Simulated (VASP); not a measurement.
A run of VASP 6.6.1 is set up as follows.

File INCAR:

```
SYSTEM = GaS2
PREC     = Accurate       ! precision mode
ENCUT    = 520            ! plane-wave cutoff, eV
EDIFF    = 1E-6           ! SCF threshold, eV
ISMEAR   = 0              ! smearing method
SIGMA    = 0.1            ! smearing width, eV
LREAL    = .FALSE.        ! projectors in reciprocal space
LASPH    = .TRUE.         ! aspherical terms in the spheres
NELM     = 100            ! most SCF steps
ALGO     = Normal         ! electronic algorithm
ISIF     = 2              ! what is computed and relaxed
LWAVE    = .FALSE.        ! write WAVECAR
LCHARG   = .FALSE.        ! write CHGCAR
LDIPOL   = .TRUE.       
IDIPOL   = 3            
DIPOL    = 0.5 0.5 0.292
GGA      = PE             ! functional
NBANDS   = 20             ! bands
```

File KPOINTS:

```
regular mesh
0
G
  6 6 1
  0 0 0
```

Contents of POSCAR:

```
GaS2
1.0
    2.5285441267      0.0000000000      0.0000000000
    0.0000000000      2.5285441267      0.0000000000
    0.0000000000      0.0000000000     32.4829141200
Ga S
1 2
Direct
    0.0000000000      0.0000000000      0.2924614450
    0.0000000000      0.0000000000      0.3732822770
    0.0000000000      0.0000000000      0.2116406129
```

Potentials or basis: VASP PAW PBE potentials, release 64 (Ga_d, S).

Run with:

```bash
$ cat potpaw_PBE.64/Ga_d/POTCAR potpaw_PBE.64/S/POTCAR > POTCAR
$ mpirun -np 1 vasp_std > vasp.out
```

Problem. Predict the largest force.

Solution. 0.024 eV/Å.

Forces on the atoms (eV/Å):
```
Ga   0.000  0.000  0.000
S    0.000  0.000  0.024
S    0.000  0.000 -0.024
```

Caveat: the k points lie up to 0.41 Å⁻¹ apart.
